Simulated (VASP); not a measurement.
Wanted: the native input for a VASP 6.6.1 run.

```yaml
Task: single point
Functional: r2SCAN
Potentials_or_basis: VASP PAW PBE potentials, release 64 (Pb_d, S)
Cutoff: 520 eV
k_mesh: 6 × 6 × 6
Occupations: gaussian, width 0.01 eV
Spin: no spin polarisation
Dipole_correction: no
Further_INCAR_settings: ALGO = Normal; EDIFF = 1e-06; NBANDS = 17
```

PbS:

```
CELL_PARAMETERS angstrom
0.00000 3.30098 3.10886
3.30098 0.00000 3.10886
3.30098 3.30098 0.00000
ATOMIC_POSITIONS crystal
Pb 0.00000 0.00000 0.00000
S 0.25000 0.25000 0.25000
```

This cell differs from its parent crystal: uniaxial z strain -5.8%.

One way to write it, as run:

POSCAR

```
PbS
1.0
    0.0000000000      3.3009775035      3.1088606128
    3.3009775035      0.0000000000      3.1088606128
    3.3009775035      3.3009775035      0.0000000000
Pb S
1 1
Direct
    0.0000000000      0.0000000000      0.0000000000
    0.2500000000      0.2500000000      0.2500000000
```

INCAR.step1

```
ALGO = Normal ; EDIFF = 1E-4
ENCUT = 520 ; GGA = PE
ISMEAR = 0 ; LASPH = True
LCHARG = False ; LREAL = False
LWAVE = True ; NBANDS = 17
NELM = 60 ; PREC = Accurate
SIGMA = 0.01
```

INCAR.step2

```
ALGO = Normal ; EDIFF = 1E-6
ENCUT = 520 ; ISIF = 2
ISMEAR = 0 ; ISTART = 1
LASPH = True ; LCHARG = False
LMIXTAU = True ; LREAL = False
LWAVE = False ; METAGGA = R2SCAN
NBANDS = 17 ; NELM = 60
PREC = Accurate ; SIGMA = 0.01
```

KPOINTS

```
k-points
0
Gamma
  6 6 6
```

Potentials or basis: VASP PAW PBE potentials, release 64 (Pb_d, S).

Command:

```bash
$ cat potpaw_PBE.64/Pb_d/POTCAR potpaw_PBE.64/S/POTCAR > POTCAR
$ cp INCAR.step1 INCAR
$ mpirun -np 1 vasp_std > vasp.out
$ cp INCAR.step2 INCAR
$ mpirun -np 1 vasp_std > vasp.out
```

Results of the run:

```json
{
  "Pressure": "2.5 GPa",
  "Band gap on the k mesh": "0.70 eV (least direct gap 1.31 eV)"
}
```

Caveat: the cell differs from its parent crystal (uniaxial z strain -5.8%); the PAW data sets were made with another functional, which shifts forces and pressure a little; spin-orbit coupling is left out, which moves the levels of the heavy elements.

It took 100 s on 1 thread of Intel(R) Xeon(R) Platinum 8375C CPU @ 2.90GHz (Ice Lake), on a shared host, peak memory 0.23 GiB.
